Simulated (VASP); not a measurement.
# SnO (Pmn2_1) in VASP: notebook

The runs below take SnO through relaxation of shape and atoms at fixed volume, single point, with PBEsol+D3(BJ).

Program: VASP 6.6.1. These are calculated values, not measurements. Logs are shortened: lines on timing, memory, paths and dates and some standing lists are left out, and cuts for length are marked.

### Step 1. The cell of the first run

The structure is orthorhombic, space group Pmn2_1 (No. 31). The conventional cell has a = 3.344 Å, b = 5.701 Å, c = 3.728 Å, α = 90.00°, β = 90.00°, γ = 90.00°. Within 2.9 Å of Sn (site symmetry m) lie 3 O at 2.16 to 2.17 Å. O (site symmetry m) has 3 Sn at 2.16 to 2.17 Å and 4 O at 2.86 Å within 2.9 Å.

### Step 2. Relaxation of shape and atoms at fixed volume, PBEsol+D3(BJ) (17.77 Å³/atom)

Input file INCAR:

```
SYSTEM = SnO
  ALGO = Normal
  EDIFF = 1E-6
  EDIFFG = -0.01
  ENCUT = 600
  GGA = PS
  IBRION = 2
  ISIF = 4
  ISMEAR = 0
  IVDW = 12
  LASPH = .TRUE.
  LCHARG = .FALSE.
  LREAL = .FALSE.
  LWAVE = .FALSE.
  NELM = 60
  NSW = 50
  PREC = Accurate
  SIGMA = 0.02
```

Input file KPOINTS:

```
k-points
0
G
  8 6 8
  0 0 0
```

Input file POSCAR:

```
SnO
1.0
    3.3435624585      0.0000000000      0.0000000000
    0.0000000000      5.7013983510      0.0000000000
    0.0000000000      0.0000000000      3.7281008046
Sn O
2 2
Direct
    0.0000000000      0.2394838743      0.5377158705
    0.5000000000      0.7605161257      0.0377158705
    0.0000000000      0.8790975191      0.7122851295
    0.5000000000      0.1209024809      0.2122851295
```

Potentials or basis: VASP PAW PBE potentials, release 64 (Sn_d, O).

Started as:

```console
cat potpaw_PBE.64/Sn_d/POTCAR potpaw_PBE.64/O/POTCAR > POTCAR
mpirun -np 1 vasp_std > vasp.out
```

OUTCAR:

```text
SYSTEM = SnO
   EDIFF = 1E-6
   EDIFFG = -0.01
   ENCUT = 600
   GGA = PS
   IBRION = 2
   ISIF = 4
   ISMEAR = 0
   IVDW = 12
   LASPH = .TRUE.
   LREAL = .FALSE.
   NELM = 60
   NSW = 50
   PREC = Accurate
 IVDW          = 12

 ion  position               nearest neighbor table
   1  0.000  0.239  0.538-   3 2.16   4 2.17   4 2.17   2 3.70   2 3.70   2 3.70   2 3.70
   2  0.500  0.761  0.038-   4 2.16   3 2.17   3 2.17   1 3.70   1 3.70   1 3.70   1 3.70
   3  0.000  0.879  0.712-   1 2.16   2 2.17   2 2.17
   4  0.500  0.121  0.212-   2 2.16   1 2.17   1 2.17

  LATTYP: Found a simple orthorhombic cell.
 ALAT       =     3.3435624585
 B/A-ratio  =     1.1150085727
 C/A-ratio  =     1.7051867347

  Lattice vectors:

 A1 = (  -3.3435624585,   0.0000000000,   0.0000000000)
 A2 = (   0.0000000000,   0.0000000000,   3.7281008046)
 A3 = (   0.0000000000,   5.7013983510,   0.0000000000)

Analysis of symmetry for initial positions (statically):
=====================================================================
 Subroutine PRICEL returns:
 Original cell was already a primitive cell.

 Routine SETGRP: Setting up the symmetry group for a
 simple orthorhombic supercell.

 Subroutine GETGRP returns: Found  4 space group operations
 (whereof  2 operations were pure point group operations)
 out of a pool of  8 trial point group operations.

The static configuration has the point symmetry C_1h.
 The point group associated with its full space group is C_2v.

Analysis of symmetry for dynamics (positions and initial velocities):
=====================================================================
 Subroutine PRICEL returns:
 Original cell was already a primitive cell.

 Routine SETGRP: Setting up the symmetry group for a
 simple orthorhombic supercell.

 Subroutine GETGRP returns: Found  4 space group operations
 (whereof  2 operations were pure point group operations)
 out of a pool of  8 trial point group operations.

The dynamic configuration has the point symmetry C_1h.
 The point group associated with its full space group is C_2v.

 Subroutine INISYM returns: Found  4 space group operations
 (whereof  2 operations are pure point group operations),
 and found     1 'primitive' translations

----------------------------------------------------------------------------------------

                                     Primitive cell

  volume of cell :      71.0687

  direct lattice vectors                    reciprocal lattice vectors
     3.343562459  0.000000000  0.000000000     0.299082195  0.000000000  0.000000000
     0.000000000  5.701398351  0.000000000     0.000000000  0.175395568  0.000000000
     0.000000000  0.000000000  3.728100805     0.000000000  0.000000000  0.268233090

  length of vectors
     3.343562459  5.701398351  3.728100805     0.299082195  0.175395568  0.268233090
[... 87 lines left out ...]
   EDIFFG = -.1E-01   stopping-criterion for IOM
   NSW    =     50    number of steps for IOM
   IBRION =      2    ionic relax: 0-MD 1-quasi-New 2-CG
   NFREE  =      1    steps in history (QN), initial steepest desc. (CG)
   ISIF   =      4    stress and relaxation
   ISYM   =      2    0-nonsym 1-usesym 2-fastsym
   POTIM  = 0.5000    time-step for ionic-motion
   TEBEG  =    0.0;   TEEND  =   0.0 temperature during run
   PSTRESS=    0.0 pullay stress
   NELECT =      40.0000    total number of electrons
   NUPDOWN=      -1.0000    fix difference up-down
   EMIN   =  10.00;   EMAX   =-10.00  energy-range for DOS
   EFERMI =   0.00;   METHOD = LEGACY
   ISMEAR =     0;   SIGMA  =   0.02  broadening in eV -4-tet -1-fermi 0-gaus
   EFERMI_NEDOS =   21; number of points for ismear=-14 and -15
   IALGO  =     38    algorithm
   IMIX   =      4    mixing-type and parameters
     AMIX     =   0.40;   BMIX     =  1.00
     AMIX_MAG =   1.60;   BMIX_MAG =  1.00
  volume/ion in A,a.u.               =      17.77       119.90
  Fermi-wavevector in a.u.,A,eV,Ry     =   1.351664  2.554274 24.857775  1.826995
  Thomas-Fermi vector in A             =   2.479067
   LORBIT       =      0    0 simple, 1 ext, 2 COOP (PROOUT), +10 PAW based schemes
   GGA     = PS    functional components
   LHFCALC =     F    Hartree Fock is set to
   AEXX    =    0.0000 exact exchange contribution
   IVDW    =    12    specifies the selected vdW correction
   LEPSILON=     F    determine dielectric tensor
   LRPA    =     F    only Hartree local field effects (RPA)
 conjugate gradient relaxation of ions
 non-spin polarized calculation
 Gauss-broadening in eV      SIGMA  =   0.02
  energy-cutoff  :      600.00
  volume of cell :       71.07
 maximum number of plane-waves:      2394
 NGX is ok and might be reduce to    28
   NGX = 13   NGY = 23   NGZ = 15

--------------------------------------- Ionic step        1  -------------------------------------------

 number of electron      40.0000008 magnetization

 Free energy of the ion-electron system (eV)
  ---------------------------------------------------
  ext. energy  EPLUGINS =         0.00000000
  ---------------------------------------------------
  free energy    TOTEN  =       -23.82528342 eV

  energy without entropy =      -23.82528342  energy(sigma->0) =      -23.82528342

------------------------ aborting loop because EDIFF is reached ----------------------------------------

 Edisp (eV)   -0.84750

 E8    (eV) :    -0.5601
[... 111 lines left out ...]
  FREE ENERGIE OF THE ION-ELECTRON SYSTEM (eV)
  ---------------------------------------------------
  free  energy   TOTEN  =       -24.6800855917 eV

  energy  without entropy=      -24.6800855917  energy(sigma->0) =      -24.68008559

[... ionic steps 4 to 9 ...]

--------------------------------------- Ionic step       10  -------------------------------------------

 number of electron      40.0000012 magnetization

------------------------ aborting loop because EDIFF is reached ----------------------------------------
[... 79 lines left out ...]
--------------------------------------- Ionic step       12  -------------------------------------------

 number of electron      40.0000011 magnetization

 Free energy of the ion-electron system (eV)
  ---------------------------------------------------
  ext. energy  EPLUGINS =         0.00000000
  ---------------------------------------------------
  free energy    TOTEN  =       -23.83390069 eV

  energy without entropy =      -23.83390069  energy(sigma->0) =      -23.83390069

 E-fermi :   6.1791     XC(G=0): -10.4535

 val. band max:        6.0608441450   @ k =   0.0000   0.0000   0.0000
 cond. band min:       7.2013480846   @ k =   0.3750   0.5000   0.0000
 fundamental gap:      1.1405039396
 Fermi energy:         6.1791232938

 k-point     1 :       0.0000    0.0000    0.0000
  band No.  band energies     occupation
      1     -15.1662      2.00000
      2     -14.8239      2.00000
      3     -14.7586      2.00000
      4     -14.6915      2.00000
      5     -14.6637      2.00000
      6     -14.6601      2.00000
[... 637 lines left out ...]
     23      10.9912      0.00000
     24      11.2139      0.00000

 [... further k-points ...]

------------------------ aborting loop because EDIFF is reached ----------------------------------------

 Edisp (eV)   -0.84755

 E8    (eV) :    -0.5601
[... 27 lines left out ...]
  FREE ENERGIE OF THE ION-ELECTRON SYSTEM (eV)
  ---------------------------------------------------
  free  energy   TOTEN  =       -24.6814524162 eV

  energy  without entropy=      -24.6814524162  energy(sigma->0) =      -24.68145242

 reached required accuracy - stopping structural energy minimisation
```

OSZICAR:

```text
N       E                     dE             d eps       ncg     rms          rms(c)
DAV:   1     0.435467277537E+03    0.43547E+03   -0.22847E+04  4848   0.277E+03
DAV:   2     0.368788973660E+02   -0.39859E+03   -0.39132E+03  5168   0.620E+02
DAV:   3    -0.246520202739E+02   -0.61531E+02   -0.60861E+02  5864   0.207E+02
[... 92 lines left out ...]
       N       E                     dE             d eps       ncg     rms          rms(c)
DAV:   1    -0.238338674131E+02    0.27132E-04   -0.21434E-02  4800   0.108E+00    0.496E-02
DAV:   2    -0.238339181426E+02   -0.50729E-04   -0.86037E-04  7120   0.327E-01    0.259E-02
DAV:   3    -0.238339046032E+02    0.13539E-04   -0.26153E-05  6808   0.581E-02    0.136E-02
DAV:   4    -0.238339004827E+02    0.41205E-05   -0.70706E-06  6024   0.375E-02    0.270E-03
DAV:   5    -0.238339006926E+02   -0.20993E-06   -0.30001E-06  3304   0.166E-02
  12 F= -.24681452E+02 E0= -.24681452E+02  d E =-.308703E-04
```

It took 6.8 min on 1 thread of Intel Xeon 6975P-C (Granite Rapids), shared host; peak memory 0.33 GiB.

What came out:

| Item | Value |
| --- | --- |
| Free energy | -24.6815 eV |
| Energy gained by relaxing | 2.2 meV/atom |
| Ionic steps | 12 |
| Pressure after relaxing | -1.6 GPa |
| Band gap on the k mesh | 1.14 eV (least direct gap 1.77 eV) |
| Dispersion energy per atom | -0.212 eV |

Forces on the atoms (eV/Å):
```
Sn   0.000  0.002  0.001
Sn   0.000 -0.002  0.001
O    0.000 -0.001 -0.001
O    0.000  0.001 -0.001
```

Stress tensor (GPa, compression positive):
```
-1.67  0.00  0.00
 0.00 -1.61  0.00
 0.00  0.00 -1.55
```

Step by step:
```
step  energy change (eV)  largest force (eV/Å)  pressure (GPa)  volume (Å³)
   1              0.0000                0.3274           -3.25        71.07
   2             -0.0071                0.0484           -2.09        71.07
   3             -0.0073                0.0389           -1.87        71.07
   4             -0.0080                0.0424           -1.76        71.07
   5             -0.0082                0.0527           -1.67        71.07
   6             -0.0085                0.0110           -1.63        71.07
   7             -0.0085                0.0122           -1.63        71.07
   8             -0.0085                0.0121           -1.62        71.07
   9             -0.0086                0.0115           -1.61        71.07
  10             -0.0086                0.0146           -1.59        71.07
  11             -0.0086                0.0127           -1.58        71.07
  12             -0.0087                0.0026           -1.61        71.07
```

Final structure:
```cif
data_structure
_symmetry_space_group_name_H-M 'P 1'
_symmetry_Int_Tables_number 1
_cell_length_a 3.3224
_cell_length_b 5.6953
_cell_length_c 3.7558
_cell_angle_alpha 90.000
_cell_angle_beta 90.000
_cell_angle_gamma 90.000
_cell_volume 71.07
loop_
_atom_site_label
_atom_site_type_symbol
_atom_site_fract_x
_atom_site_fract_y
_atom_site_fract_z
_atom_site_occupancy
Sn1 Sn 0.00000 0.23700 0.53418 1
Sn2 Sn 0.50000 0.76300 0.03418 1
O1 O 0.00000 0.88125 0.71582 1
O2 O 0.50000 0.11875 0.21582 1
```

Levels at points of the mesh, in eV from the valence-band top:
```csv
k point,band 16,band 17,band 18,band 19,band 20,band 21,band 22,band 23,band 24
"(0.00, 0.00, 0.00)",-4.21,-3.88,-2.76,-2.31,0.00,3.18,3.54,6.41,6.49
"(0.50, 0.00, 0.00)",-4.48,-2.84,-2.84,-1.32,-1.32,2.44,2.44,5.84,5.84
"(0.00, 0.50, 0.00)",-4.17,-4.02,-2.79,-2.00,-1.65,3.26,4.67,5.13,5.76
"(0.50, 0.50, 0.00)",-4.16,-2.82,-2.82,-1.23,-1.23,1.97,1.97,6.36,6.36
"(0.00, 0.00, 0.50)",-3.90,-3.32,-3.32,-1.45,-1.45,2.37,2.37,5.60,5.60
"(0.50, 0.00, 0.50)",-4.34,-3.74,-3.74,-1.37,-1.37,2.12,2.12,4.60,4.60
"(0.00, 0.50, 0.50)",-3.32,-3.18,-3.18,-1.56,-1.56,1.92,1.92,5.92,5.92
"(0.50, 0.50, 0.50)",-4.51,-4.02,-4.02,-0.56,-0.56,2.29,2.29,4.16,4.16
```

Caveat: the PAW data sets were made with another functional, which shifts forces and pressure a little; spin-orbit coupling is left out, which moves the levels of the heavy elements.

### Step 3. Single point, PBEsol+D3(BJ) (14.75 Å³/atom)

This run uses another cell than the first one, of 14.75 Å³/atom.

Input file INCAR:

```
  ALGO = Normal
  EDIFF = 1E-6
  ENCUT = 1340
  GGA = PS
  GGA_COMPAT = F
  ISIF = 2
  ISMEAR = 0
  IVDW = 12
  LASPH = T
  LCHARG = F
  LREAL = F
  LWAVE = F
  NBANDS = 28
  NELM = 120
  PREC = Accurate
  SIGMA = 0.02
```

Input file KPOINTS:

```
k-points
0
Gamma
  8 6 8
```

Input file POSCAR:

```
SnO
1.0
    3.2372678438      0.0000000000      0.0000000000
    0.0000000000      5.4473449125      0.0000000000
    0.0000000000      0.0000000000      3.3457367891
Sn O
2 2
Direct
    0.0000000000      0.2541722850      0.5684916379
    0.5000000000      0.7458277150      0.0684916379
    0.0000000000      0.8695928252      0.6815093621
    0.5000000000      0.1304071748      0.1815093621
```

Potentials or basis: VASP PAW PBE potentials, release 64 (Sn_d, O_h).

Started as:

```console
cat potpaw_PBE.64/Sn_d/POTCAR potpaw_PBE.64/O_h/POTCAR > POTCAR
mpirun -np 1 vasp_std > vasp.out
```

OUTCAR:

```text
EDIFF = 1E-6
   ENCUT = 1340
   GGA = PS
   ISIF = 2
   ISMEAR = 0
   IVDW = 12
   LASPH = T
   LREAL = F
   NELM = 120
   PREC = Accurate
 IVDW          = 12

 ion  position               nearest neighbor table
   1  0.000  0.254  0.568-   3 2.13   4 2.18   4 2.18   2 3.55   2 3.55   2 3.55   2 3.55   2 3.62
                             2 3.62   2 3.62   2 3.62
   2  0.500  0.746  0.068-   4 2.13   3 2.18   3 2.18   1 3.55   1 3.55   1 3.55   1 3.55   1 3.62
                             1 3.62   1 3.62   1 3.62
   3  0.000  0.870  0.682-   1 2.13   2 2.18   2 2.18
   4  0.500  0.130  0.182-   2 2.13   1 2.18   1 2.18

  LATTYP: Found a simple orthorhombic cell.
 ALAT       =     3.2372678438
 B/A-ratio  =     1.0335063240
 C/A-ratio  =     1.6826982429

  Lattice vectors:

 A1 = (  -3.2372678438,   0.0000000000,   0.0000000000)
 A2 = (   0.0000000000,   0.0000000000,   3.3457367891)
 A3 = (   0.0000000000,   5.4473449125,   0.0000000000)

[... 177 lines left out ...]
  free energy    TOTEN  =       -23.55645241 eV

  energy without entropy =      -23.55645241  energy(sigma->0) =      -23.55645241

 E-fermi :   9.0377     XC(G=0): -11.5327

 val. band max:        8.9318088214   @ k =   0.0000   0.0000   0.0000
 cond. band min:       9.7291069948   @ k =   0.3750   0.5000   0.0000
 fundamental gap:      0.7972981734
 Fermi energy:         9.0376865683

 k-point     1 :       0.0000    0.0000    0.0000
  band No.  band energies     occupation
      1     -12.7043      2.00000
      2     -12.3847      2.00000
      3     -12.3763      2.00000
      4     -12.2146      2.00000
      5     -12.1801      2.00000
      6     -12.1499      2.00000
[... 733 lines left out ...]
     27      19.1806      0.00000
     28      20.7688      0.00000

 [... further k-points ...]

------------------------ aborting loop because EDIFF is reached ----------------------------------------

 Edisp (eV)   -1.02922

 E8    (eV) :    -0.6813

  FORCE on cell =-STRESS in cart. coord.  units (eV):
  Direction    XX          YY          ZZ          XY          YZ          ZX
  --------------------------------------------------------------------------------------
  -------------------------------------------------------------------------------------
  Total       2.39119     2.39205     2.33060     0.00000     0.00000     0.00000
  in kB      64.93365    64.95694    63.28815     0.00000     0.00000     0.00000
  external pressure =       64.39 kB  Pullay stress =        0.00 kB

 VOLUME and BASIS-vectors are now :
 -----------------------------------------------------------------------------
  energy-cutoff  :     1340.00
  volume of cell :       59.00
      direct lattice vectors                 reciprocal lattice vectors
     3.237267844  0.000000000  0.000000000     0.308902460  0.000000000  0.000000000
     0.000000000  5.447344913  0.000000000     0.000000000  0.183575671  0.000000000
     0.000000000  0.000000000  3.345736789     0.000000000  0.000000000  0.298887827

 POSITION                                       TOTAL-FORCE (eV/Angst)
 -----------------------------------------------------------------------------------
      0.00000      1.38456      1.90202         0.000000      0.067339      0.024026
      1.61863      4.06278      0.22915         0.000000     -0.067339      0.024026
      0.00000      4.73697      2.28015         0.000000     -0.006090     -0.024026
      1.61863      0.71037      0.60728         0.000000      0.006090     -0.024026
 -----------------------------------------------------------------------------------
    total drift:                               -0.000000      0.000000      0.000377

  FREE ENERGIE OF THE ION-ELECTRON SYSTEM (eV)
  ---------------------------------------------------
  free  energy   TOTEN  =       -24.5856724218 eV

  energy  without entropy=      -24.5856724218  energy(sigma->0) =      -24.58567242
```

It took 5.3 min on 1 thread of AMD EPYC 9R45 (Zen 5), shared host; peak memory 0.69 GiB.

What came out:

```
Free energy                : -24.5857 eV
Pressure                   : 6.4 GPa
Largest force              : 0.071 eV/Å
Band gap on the k mesh     : 0.80 eV (least direct gap 1.66 eV)
Dispersion energy per atom : -0.257 eV
```

Forces on the atoms (eV/Å):
```
Sn   0.000  0.067  0.024
Sn   0.000 -0.067  0.024
O    0.000 -0.006 -0.024
O    0.000  0.006 -0.024
```

Stress tensor (GPa, compression positive):
```
6.49 0.00 0.00
0.00 6.50 0.00
0.00 0.00 6.33
```

Levels at points of the mesh, in eV from the valence-band top:
```csv
k point,band 16,band 17,band 18,band 19,band 20,band 21,band 22,band 23,band 24,band 25
"(0.00, 0.00, 0.00)",-4.73,-4.69,-3.18,-2.94,0.00,3.11,4.70,6.93,7.26,7.96
"(0.50, 0.00, 0.00)",-5.12,-3.41,-3.41,-1.47,-1.47,2.22,2.22,6.25,6.25,7.55
"(0.00, 0.50, 0.00)",-4.83,-3.89,-3.26,-2.85,-2.28,2.95,5.45,6.02,6.40,6.74
"(0.50, 0.50, 0.00)",-4.19,-3.32,-3.32,-2.01,-2.01,2.16,2.16,6.21,6.21,7.32
"(0.00, 0.00, 0.50)",-5.01,-3.59,-3.59,-1.44,-1.44,2.09,2.09,6.35,6.35,7.52
"(0.50, 0.00, 0.50)",-5.08,-4.64,-4.64,-2.29,-2.29,1.60,1.60,4.87,4.87,6.82
"(0.00, 0.50, 0.50)",-3.80,-3.58,-3.58,-2.07,-2.07,2.10,2.10,6.04,6.04,7.26
"(0.50, 0.50, 0.50)",-5.44,-5.09,-5.09,-0.98,-0.98,1.74,1.74,4.17,4.17,6.06
```

Caveat: the cell stands under pressure; semilocal functionals underestimate gaps, and a narrow one can read as zero; the PAW data sets were made with another functional, which shifts forces and pressure a little; spin-orbit coupling is left out, which moves the levels of the heavy elements. A k mesh can miss the band edges.
